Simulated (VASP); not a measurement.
# TaN (Fm-3m) in VASP: notebook

Runs on TaN. Level: PBEsol. Tasks: single point.

Everything below comes from runs of VASP 6.6.1. Logs are shortened: lines on timing, memory, paths and dates and some standing lists are left out, and cuts for length are marked.

## (1) The cell of the first run

It takes space group Fm-3m (No. 225, cubic). The conventional cell has a = 4.331 Å, b = 4.331 Å, c = 4.331 Å, α = 90.00°, β = 90.00°, γ = 90.00°. Ta (site symmetry m-3m) has 6 N at 2.17 Å within 2.9 Å. Within 2.9 Å of N (site symmetry m-3m) lie 6 Ta at 2.17 Å.

## (2) Single point, PBEsol

Input file INCAR:

```
SYSTEM = TaN
ALGO = Normal
EDIFF = 1E-6
ENCUT = 600
GGA = PS
GGA_COMPAT = .FALSE.
ISIF = 2
ISMEAR = -1
LASPH = .TRUE.
LCHARG = .FALSE.
LREAL = .FALSE.
LWAVE = .FALSE.
NBANDS = 16
NELM = 120
PREC = Accurate
SIGMA = 0.15
```

Input file KPOINTS:

```
k-points
0
G
  16 16 16
  0 0 0
```

Input file POSCAR:

```
TaN
1.0
    0.0000000000      2.1655790167      2.1655790167
    2.1655790167      0.0000000000      2.1655790167
    2.1655790167      2.1655790167      0.0000000000
Ta N
1 1
Direct
    0.5000000000      0.5000000000      0.5000000000
    0.0000000000      0.0000000000      0.0000000000
```

Potentials or basis: VASP PAW PBE potentials, release 64 (Ta_sv_GW, N).

The run is started by

```console
$ cat potpaw_PBE.64/Ta_sv_GW/POTCAR potpaw_PBE.64/N/POTCAR > POTCAR
$ mpirun -np 1 vasp_std > vasp.out
```

OUTCAR:

```text
SYSTEM = TaN
   EDIFF = 1E-6
   ENCUT = 600
   GGA = PS
   ISIF = 2
   ISMEAR = -1
   LASPH = .TRUE.
   LREAL = .FALSE.
   NELM = 120
   PREC = Accurate

 ion  position               nearest neighbor table
   1  0.500  0.500  0.500-   2 2.17   2 2.17   2 2.17   2 2.17   2 2.17   2 2.17
   2  0.000  0.000  0.000-   1 2.17   1 2.17   1 2.17   1 2.17   1 2.17   1 2.17

  LATTYP: Found a face centered cubic cell.
 ALAT       =     4.3311580334

  Lattice vectors:

 A1 = (   0.0000000000,   2.1655790167,   2.1655790167)
 A2 = (   2.1655790167,   0.0000000000,   2.1655790167)
 A3 = (   2.1655790167,   2.1655790167,   0.0000000000)

Analysis of symmetry for initial positions (statically):
=====================================================================
 Subroutine PRICEL returns:
 Original cell was already a primitive cell.

 Routine SETGRP: Setting up the symmetry group for a
 face centered cubic supercell.

 Subroutine GETGRP returns: Found 48 space group operations
 (whereof 48 operations were pure point group operations)
 out of a pool of 48 trial point group operations.

The static configuration has the point symmetry O_h .

Analysis of symmetry for dynamics (positions and initial velocities):
=====================================================================
 Subroutine PRICEL returns:
 Original cell was already a primitive cell.

 Routine SETGRP: Setting up the symmetry group for a
 face centered cubic supercell.

 Subroutine GETGRP returns: Found 48 space group operations
 (whereof 48 operations were pure point group operations)
 out of a pool of 48 trial point group operations.

The dynamic configuration has the point symmetry O_h .

 Subroutine INISYM returns: Found 48 space group operations
 (whereof 48 operations are pure point group operations),
 and found     1 'primitive' translations

----------------------------------------------------------------------------------------

                                     Primitive cell

  volume of cell :      20.3120

  direct lattice vectors                    reciprocal lattice vectors
     0.000000000  2.165579017  2.165579017    -0.230885133  0.230885133  0.230885133
     2.165579017  0.000000000  2.165579017     0.230885133 -0.230885133  0.230885133
     2.165579017  2.165579017  0.000000000     0.230885133  0.230885133 -0.230885133

  length of vectors
     3.062591216  3.062591216  3.062591216     0.399904782  0.399904782  0.399904782

  position of ions in fractional coordinates (direct lattice)
     0.500000000  0.500000000  0.500000000
     0.000000000  0.000000000  0.000000000

  ion indices of the primitive-cell ions
   primitive index   ion index
                 1           1
                 2           2

----------------------------------------------------------------------------------------

 KPOINTS: k-points

Automatic generation of k-mesh.
 Grid dimensions read from file:
 generate k-points for:   16   16   16

 Generating k-lattice:

  Cartesian coordinates                     Fractional coordinates (reciprocal lattice)
    -0.014430321  0.014430321  0.014430321     0.062500000  0.000000000  0.000000000
     0.014430321 -0.014430321  0.014430321     0.000000000  0.062500000  0.000000000
     0.014430321  0.014430321 -0.014430321     0.000000000  0.000000000  0.062500000

  Length of vectors
     0.024994049  0.024994049  0.024994049

  Shift w.r.t. Gamma in fractional coordinates (k-lattice)
     0.000000000  0.000000000  0.000000000

 Subroutine IBZKPT returns following result:
 ===========================================

 Found    145 irreducible k-points:

 Following reciprocal coordinates:
            Coordinates               Weight
  0.000000  0.000000  0.000000      1.000000
  0.062500  0.000000  0.000000      8.000000
  0.125000  0.000000  0.000000      8.000000
  0.187500  0.000000  0.000000      8.000000
  0.250000  0.000000  0.000000      8.000000
  0.312500  0.000000  0.000000      8.000000
[... 16 lines left out ...]
 -0.125000  0.062500  0.000000     24.000000
 -0.062500  0.062500  0.000000     12.000000
 [... further k-points ...]
   k-points           NKPTS =    145   k-points in BZ     NKDIM =    145   number of bands    NBANDS=     16
   number of dos      NEDOS =    301   number of ions     NIONS =      2
   total plane-waves  NPLWV =  13824
   dimension x,y,z NGX =    24 NGY =   24 NGZ =   24
   dimension x,y,z NGXF=    48 NGYF=   48 NGZF=   48
   ions per type =               1   1
   NGX,Y,Z   is equivalent  to a cutoff of  13.03, 13.03, 13.03 a.u.
   NGXF,Y,Z  is equivalent  to a cutoff of  26.06, 26.06, 26.06 a.u.
 SYSTEM =  TaN
   PREC   = accura    normal or accurate (medium, high low for compatibility)
   ISTART =      0    job   : 0-new  1-cont  2-samecut
   ICHARG =      2    charge: 1-file 2-atom 10-const
   ISPIN  =      1    spin polarized calculation?
   LNONCOLLINEAR =      F non collinear calculations
   LSORBIT =      F    spin-orbit coupling
   LASPH  =      T    aspherical Exc in radial PAW
   ENCUT  =  600.0 eV  44.10 Ry    6.64 a.u.   6.12  6.12  6.12*2*pi/ulx,y,z
   NELM   =    120;   NELMIN=  2; NELMDL= -5     # of ELM steps
   EDIFF  = 0.1E-05   stopping-criterion for ELM
   LREAL  =      F    real-space projection
   EDIFFG = 0.1E-04   stopping-criterion for IOM
   NSW    =      0    number of steps for IOM
   IBRION =     -1    ionic relax: 0-MD 1-quasi-New 2-CG
   NFREE  =      0    steps in history (QN), initial steepest desc. (CG)
   ISIF   =      2    stress and relaxation
   ISYM   =      2    0-nonsym 1-usesym 2-fastsym
   POTIM  = 0.5000    time-step for ionic-motion
   TEBEG  =    0.0;   TEEND  =   0.0 temperature during run
   PSTRESS=    0.0 pullay stress
   NELECT =      18.0000    total number of electrons
   NUPDOWN=      -1.0000    fix difference up-down
   EMIN   =  10.00;   EMAX   =-10.00  energy-range for DOS
   EFERMI =   0.00;   METHOD = LEGACY
   ISMEAR =    -1;   SIGMA  =   0.15  broadening in eV -4-tet -1-fermi 0-gaus
   EFERMI_NEDOS =   21; number of points for ismear=-14 and -15
   IALGO  =     38    algorithm
   IMIX   =      4    mixing-type and parameters
     AMIX     =   0.40;   BMIX     =  1.00
     AMIX_MAG =   1.60;   BMIX_MAG =  1.00
  volume/ion in A,a.u.               =      10.16        68.54
  Fermi-wavevector in a.u.,A,eV,Ry     =   1.572467  2.971532 33.642494  2.472654
  Thomas-Fermi vector in A             =   2.673897
   LORBIT       =      0    0 simple, 1 ext, 2 COOP (PROOUT), +10 PAW based schemes
   GGA     = PS    functional components
   LHFCALC =     F    Hartree Fock is set to
   AEXX    =    0.0000 exact exchange contribution
   IVDW    =     0    specifies the selected vdW correction
   LEPSILON=     F    determine dielectric tensor
   LRPA    =     F    only Hartree local field effects (RPA)
 non-spin polarized calculation
  energy-cutoff  :      600.00
  volume of cell :       20.31
 maximum number of plane-waves:       700
   NGX = 13   NGY = 13   NGZ = 13

 number of electron      18.0000000 magnetization

 Free energy of the ion-electron system (eV)
  ---------------------------------------------------
  ext. energy  EPLUGINS =         0.00000000
  ---------------------------------------------------
  free energy    TOTEN  =       -25.76195002 eV

  energy without entropy =      -25.70350935  energy(sigma->0) =      -25.73272969

 E-fermi :  14.3542     XC(G=0): -14.2285

 val. band max:       14.3375974041   @ k =  -0.2500   0.3750   0.1250
 cond. band min:      14.3554565933   @ k =  -0.3125   0.3125   0.1250
 fundamental gap:      0.0178591893
 Fermi energy:        14.3541798572

 k-point     1 :       0.0000    0.0000    0.0000
  band No.  band energies     occupation
      1     -55.0589      2.00000
      2     -21.2278      2.00000
      3     -21.2278      2.00000
      4     -21.2278      2.00000
      5      -4.8047      2.00000
      6      10.4374      2.00000
[... 8 lines left out ...]
     15      23.5004      0.00000
     16      39.4132      0.00000

 k-point     2 :       0.0625    0.0000    0.0000
  band No.  band energies     occupation
      1     -55.0565      2.00000
      2     -21.2705      2.00000
      3     -21.2316      2.00000
      4     -21.2316      2.00000
      5      -4.7000      2.00000
      6       9.9032      2.00000
[... 8 lines left out ...]
     15      23.8112      0.00000
     16      37.7808      0.00000

 k-point     3 :       0.1250    0.0000    0.0000
  band No.  band energies     occupation
      1     -55.0488      2.00000
      2     -21.3900      2.00000
      3     -21.2422      2.00000
      4     -21.2422      2.00000
      5      -4.3976      2.00000
      6       8.8319      2.00000
[... 8 lines left out ...]
     15      24.6769      0.00000
     16      35.4467      0.00000

 k-point     4 :       0.1875    0.0000    0.0000
  band No.  band energies     occupation
      1     -55.0373      2.00000
      2     -21.5640      2.00000
      3     -21.2579      2.00000
      4     -21.2579      2.00000
      5      -3.9308      2.00000
      6       7.6354      2.00000
[... 8 lines left out ...]
     15      25.8757      0.00000
     16      33.3352      0.00000
[... 324 lines left out ...]
 k-point    22 :      -0.1875    0.0625    0.0000
  band No.  band energies     occupation
      1     -55.0311      2.00000
      2     -21.6361      2.00000
      3     -21.3039      2.00000
      4     -21.2504      2.00000
      5      -3.6868      2.00000
      6       7.0551      2.00000
[... 8 lines left out ...]
     15      26.4670      0.00000
     16      31.7380      0.00000

 k-point    23 :      -0.1250    0.0625    0.0000
  band No.  band energies     occupation
      1     -55.0432      2.00000
      2     -21.4592      2.00000
      3     -21.2797      2.00000
      4     -21.2368      2.00000
      5      -4.1808      2.00000
      6       8.1531      2.00000
[... 8 lines left out ...]
     15      25.2884      0.00000
     16      33.8413      0.00000

 k-point    24 :      -0.0625    0.0625    0.0000
  band No.  band energies     occupation
      1     -55.0522      2.00000
      2     -21.3293      2.00000
      3     -21.2543      2.00000
      4     -21.2301      2.00000
      5      -4.5315      2.00000
      6       9.1803      2.00000
[... 8 lines left out ...]
     15      24.3057      0.00000
     16      36.1647      0.00000

 [... further k-points ...]

------------------------ aborting loop because EDIFF is reached ----------------------------------------

  FORCE on cell =-STRESS in cart. coord.  units (eV):
  Direction    XX          YY          ZZ          XY          YZ          ZX
  --------------------------------------------------------------------------------------
  -------------------------------------------------------------------------------------
  Total        1.5437507      1.5437507      1.5437507      0.0000000      0.0000000      0.0000000
  in kB      121.7686920    121.7686920    121.7686920      0.0000000      0.0000000      0.0000000
  external PRESSURE =     121.7686920 kB  Pullay stress =       0.0000000 kB

 VOLUME and BASIS-vectors are now :
 -----------------------------------------------------------------------------
  energy-cutoff  :      600.00
  volume of cell :       20.31
      direct lattice vectors                 reciprocal lattice vectors
     0.000000000  2.165579017  2.165579017    -0.230885133  0.230885133  0.230885133
     2.165579017  0.000000000  2.165579017     0.230885133 -0.230885133  0.230885133
     2.165579017  2.165579017  0.000000000     0.230885133  0.230885133 -0.230885133

 POSITION                                       TOTAL-FORCE (eV/Angst)
 -----------------------------------------------------------------------------------
      2.16558      2.16558      2.16558         0.000000     -0.000000      0.000000
      0.00000      0.00000      0.00000        -0.000000      0.000000     -0.000000
 -----------------------------------------------------------------------------------
    total drift:                                0.000000     -0.000000      0.000000

  FREE ENERGIE OF THE ION-ELECTRON SYSTEM (eV)
  ---------------------------------------------------
  free  energy   TOTEN  =       -25.7619500223 eV

  energy  without entropy=      -25.7035093542  energy(sigma->0) =      -25.73272969
```

It took 18 s on 1 thread of Intel Xeon 6975P-C (Granite Rapids), shared host; peak memory 0.19 GiB.

What came out:

```yaml
Free_energy: -25.7620 eV
Pressure: 12.2 GPa
Band_gap_on_the_k_mesh: zero (band 9 reaches 16.43 eV, above the bottom of band 10 at 12.11 eV)
```

Levels at points of the mesh, in eV from the Fermi level:
```
           k point  band 5  band 6  band 7  band 8  band 9  band 10  band 11  band 12  band 13  band 14
(0.00, 0.00, 0.00)  -19.16   -3.92   -3.92   -3.92   -2.24    -2.24    -2.24     0.06     0.06     1.94
(0.50, 0.00, 0.00)  -15.81  -10.77   -7.91   -7.91    2.07     2.07     2.16     3.93     8.07     8.07
(0.50, 0.50, 0.00)  -17.89   -6.70   -5.80   -4.70   -4.70     2.26     3.86     3.86     5.08     7.28
```

Caveat: the PAW data sets were made with another functional, which shifts forces and pressure a little; spin-orbit coupling is left out, which moves the levels of the heavy elements.

[end of part 1 of 2]
